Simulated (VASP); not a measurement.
Si2Mo:

```
Si Mo
1.0
    -1.60000    1.60000    3.93050
     1.60000   -1.60000    3.93050
     1.60000    1.60000   -3.93050
Si Mo
2 1
Direct
  0.33300 0.33300 0.00000
  0.66700 0.66700 0.00000
  0.00000 0.00000 0.00000
```

- Program: VASP 6.6.1
- Task: relaxation of cell and atoms
- Functional: PBE
- Potentials or basis: VASP PAW PBE potentials, release 64 (Si, Mo_sv)
- Cutoff: 600 eV
- k mesh: 18 × 18 × 18
- Occupations: gaussian, width 0.1 eV
- Spin: no spin polarisation

At the start: pressure 2.4 GPa; volume 13.42 Å³/atom.

Task: How do energy, volume and symmetry change on relaxing?

Result: Over 7 steps the energy falls by 2.9 meV/atom and the volume is 13.59 Å³/atom (+1.3 %); space group I4/mmm (No. 139, to 0.1 Å) before and after.

Step by step:
| step | energy change (eV) | largest force (eV/Å) | pressure (GPa) | volume (Å³) |
| --- | --- | --- | --- | --- |
| 1 | 0.0000 | 0.2794 | 2.37 | 40.25 |
| 2 | -0.0017 | 0.0867 | -3.22 | 41.41 |
| 3 | -0.0067 | 0.1735 | -0.71 | 40.87 |
| 4 | -0.0085 | 0.0156 | 0.16 | 40.74 |
| 5 | -0.0086 | 0.0143 | 0.02 | 40.76 |
| 6 | -0.0086 | 0.0039 | 0.00 | 40.76 |
| 7 | -0.0086 | 0.0003 | 0.00 | 40.76 |

Final structure:
```
Si Mo
1.0
    -1.60879    1.60879    3.93704
     1.60879   -1.60879    3.93704
     1.60879    1.60879   -3.93704
Si Mo
2 1
Direct
  0.33508 0.33508 0.00000
  0.66492 0.66492 0.00000
  0.00000 0.00000 0.00000
```
